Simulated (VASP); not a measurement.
Here is a VASP 6.6.1 calculation.

File POSCAR:

```
SiC
1.0
    0.0000000000      2.0870400000      2.0000800000
    2.0870400000      0.0000000000      2.0000800000
    2.0870400000      2.0870400000      0.0000000000
Si C
1 1
Direct
    0.0000000000      0.0000000000      0.0000000000
    0.7500000000      0.7500000000      0.7500000000
```

Contents of INCAR.step1:

```
SYSTEM = SiC
PREC     = Accurate       ! precision mode
ENCUT    = 520            ! plane-wave cutoff, eV
ISMEAR   = 0              ! smearing method
SIGMA    = 0.05           ! smearing width, eV
LREAL    = .False.        ! projectors in reciprocal space
LASPH    = .True.         ! aspherical terms in the spheres
NELM     = 80             ! most SCF steps
NBANDS   = 11             ! bands
GGA      = PE             ! functional
ALGO     = Normal         ! electronic algorithm
EDIFF    = 1E-4           ! SCF threshold, eV
LWAVE    = .True.         ! write WAVECAR
LCHARG   = .False.        ! write CHGCAR
```

INCAR.step2

```
SYSTEM = SiC
PREC     = Accurate       ! precision mode
ENCUT    = 520            ! plane-wave cutoff, eV
EDIFF    = 1E-7           ! SCF threshold, eV
ISMEAR   = 0              ! smearing method
SIGMA    = 0.05           ! smearing width, eV
LREAL    = .False.        ! projectors in reciprocal space
LASPH    = .True.         ! aspherical terms in the spheres
NELM     = 80             ! most SCF steps
ALGO     = Normal         ! electronic algorithm
ISIF     = 2              ! what is computed and relaxed
LWAVE    = .False.        ! write WAVECAR
LCHARG   = .False.        ! write CHGCAR
METAGGA  = R2SCAN         ! meta-GGA
LMIXTAU  = .True.       
NBANDS   = 11             ! bands
ISTART   = 1
```

File KPOINTS:

```
regular mesh
0
Gamma
  12 12 12
  0 0 0
```

Potentials or basis: VASP PAW PBE potentials, release 64 (Si, C).

Run with:

```sh
$ cat potpaw_PBE.64/Si/POTCAR potpaw_PBE.64/C/POTCAR > POTCAR
$ cp INCAR.step1 INCAR
$ mpirun -np 1 vasp_std > vasp.out
$ cp INCAR.step2 INCAR
$ mpirun -np 1 vasp_std > vasp.out
```

Q: What does it give for the pressure?

A: 53.1 GPa.

Q: Estimate the band gap on the k mesh.

A: 1.11 eV, indirect (least direct gap 5.21 eV).

Stress tensor (GPa, compression positive):
```
49.58  0.00  0.00
 0.00 49.58  0.00
 0.00  0.00 60.12
```

Caveat: the cell differs from its parent crystal (strain -0.040 along x and y, -0.080 along z); the PAW data sets were made with another functional, which shifts forces and pressure a little. A k mesh can miss the band edges.
